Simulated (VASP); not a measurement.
# Al: single point with r2SCAN

The system is Al.

```
Al
1.0
     0.00000    2.05061    2.05061
     2.05061    0.00000    2.05061
     2.05061    2.05061    0.00000
Al
1
Direct
  0.00000 0.00000 0.00000
```

```
Program                : VASP 6.6.1
Task                   : single point
Functional             : r2SCAN
Potentials or basis    : VASP PAW PBE potentials, release 64 (Al)
Cutoff                 : 550 eV
k mesh                 : 17 × 17 × 17
Occupations            : fermi-dirac, width 0.03 eV
Spin                   : no spin polarisation
Dipole correction      : no
Further INCAR settings : ALGO = Normal; EDIFF = 1e-06; NBANDS = 8
```

The pressure is -6.4 GPa. The band gap on the k mesh is zero (an odd number of electrons rules out a gap without spin polarisation).

Levels at points of the mesh, in eV from the Fermi level:
```csv
k point,band 1,band 2,band 3,band 4,band 5,band 6
"(0.00, 0.00, 0.00)",-11.54,13.06,13.06,13.06,14.60,14.60
```

Wall time 40 s on 1 thread of AMD EPYC 9R45 96-Core Processor (Zen 5), on a shared host, peak memory 0.12 GiB.

Caveat: the cell stands under tension; the PAW data sets were made with another functional, which shifts forces and pressure a little.
